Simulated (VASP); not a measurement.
Crystal: NiS.

```
Ni S
1.0
     3.42500    0.00000    0.00000
    -1.71250    2.96614    0.00000
     0.00000    0.00000    5.34000
Ni S
2 2
Direct
  0.00000 0.00000 0.00000
  0.00000 0.00000 0.50000
  0.33333 0.66667 0.25000
  0.66667 0.33333 0.75000
```

Base run:

```yaml
Program: VASP 6.6.1
Functional: LDA
Potentials_or_basis: VASP PAW LDA potentials, release 64 (Ni, S)
Cutoff: 520 eV
k_mesh: 9 × 9 × 5
Occupations: fermi-dirac, width 0.1 eV
Spin: collinear spin, ferromagnetic start
Starting_moments: "[0.36, 0.36, 0.1, 0.1] μB"
Fixed_moment: 0.9 μB
```

Its results: pressure -11.8 GPa; site moments Ni +0.32; S +0.09 μB.

Problem. The run is repeated on the same cell with these changes: fixed moment from 0.9 μB to 3.6 μB; moments at the start from [0.36, 0.36, 0.1, 0.1] to [1.32, 1.32, 0.48, 0.48]. What comes out?

Solution. Pressure -4.7 GPa; site moments Ni +1.19; S +0.41 μB.

Caveats: the total moment is fixed, so each spin has its own Fermi level and the state may be an excited one; the stress differs along the axes, from -15 to -10 GPa (at least some runs); the cell stands under tension (at least some runs).
